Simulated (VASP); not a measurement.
Input of a VASP 6.6.1 run:

File INCAR:

```
SYSTEM = Au
PREC = Accurate ; ENCUT = 520
EDIFF = 1E-6 ; ISMEAR = 0
SIGMA = 0.1 ; LREAL = .FALSE.
LASPH = .TRUE. ; NELM = 100
ALGO = Normal ; ISIF = 2
LWAVE = .FALSE. ; LCHARG = .FALSE.
LDIPOL = .TRUE. ; IDIPOL = 3
DIPOL = 0.5 0.5 0.500 ; GGA = PS
NBANDS = 66
```

Contents of KPOINTS:

```
regular mesh
0
G
  12 9 1
  0 0 0
```

POSCAR

```
Au
1.0
    2.8876281861      0.0000000000      0.0000000000
    0.0000000000      4.0837229438      0.0000000000
    0.0000000000      0.0000000000     27.9943268373
Au
10
Direct
    0.5000000000      0.5000000000      0.2720510344
    0.0000000000      0.0000000000      0.3169086227
    0.5000000000      0.5000000000      0.3725556649
    0.0000000000      0.0000000000      0.4222387296
    0.5000000000      0.5000000000      0.4747326791
    0.0000000000      0.0000000000      0.5252673629
    0.5000000000      0.5000000000      0.5777613151
    0.0000000000      0.0000000000      0.6274443389
    0.5000000000      0.5000000000      0.6830913161
    0.0000000000      0.0000000000      0.7279489362
```

Potentials or basis: VASP PAW PBE potentials, release 64 (Au).

Launch:

```console
$ cat potpaw_PBE.64/Au/POTCAR > POTCAR
$ mpirun -np 1 vasp_std > vasp.out
```

Estimate the band gap on the k mesh.

zero (band 55 reaches 4.60 eV, above the bottom of band 56 at 0.53 eV).

What does it give for the largest force?

0.011 eV/Å.

Forces in eV/Å, atoms in the order of the input:
```
Au   0.000  0.000  0.011
Au   0.000  0.000 -0.003
Au   0.000  0.000  0.006
Au   0.000  0.000  0.006
Au   0.000  0.000 -0.001
Au   0.000  0.000  0.001
Au   0.000  0.000 -0.006
Au   0.000  0.000 -0.006
Au   0.000  0.000  0.003
Au   0.000  0.000 -0.011
```

Caveat: the PAW data sets were made with another functional, which shifts forces and pressure a little; spin-orbit coupling is left out, which moves the levels of the heavy elements.
